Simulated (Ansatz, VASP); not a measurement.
# One calculation of BaTiO3, two programs

```
CELL_PARAMETERS angstrom
3.97295 0.00000 0.00000
0.00000 3.97295 0.00000
0.00000 0.00000 3.99103
ATOMIC_POSITIONS crystal
Ba 0.00000 0.00000 0.00000
Ti 0.50000 0.50000 0.48200
O 0.50000 0.50000 0.01600
O 0.50000 0.00000 0.51500
O 0.00000 0.50000 0.51500
```

Change from the starting cell: volume scaled by 0.98, crystal datasets.

Alike in both runs: task electric field gradients; functional PBE; k mesh 7 × 7 × 7; occupations fermi-dirac, width 0.08 eV; no spin polarisation.

```csv
,VASP,Ansatz
version,VASP 6.6.1,Ansatz 0.2.0
potentials or method,"VASP PAW PBE potentials, release 64 (Ba_sv, Ti_sv, O), cutoff 520 eV","all-electron PAW with datasets made for the crystal, scalar-relativistic"
```

VASP gave:

| Property | Result |
| --- | --- |
| pressure (GPa) | 8.2 |
| traceless stress, the component that is largest in VASP (GPa) | 1.15 |
| rms of the force components (eV/Å) | 0.086 |
| size of Vzz on the site where it differs most (V/Å²) | 2.0 |

Question: Which values does Ansatz return?

Answer: Pressure (GPa): 6.3; traceless stress, the component that is largest in VASP (GPa): 1.07; rms of the force components (eV/Å): 0.085; size of Vzz on the site where it differs most (V/Å²): 1.5.

Atom by atom the forces differ by 0.020 eV/Å (rms over components). Ansatz ran all-electron here, and VASP with PAW potentials.

Neither program's run includes spin-orbit coupling.
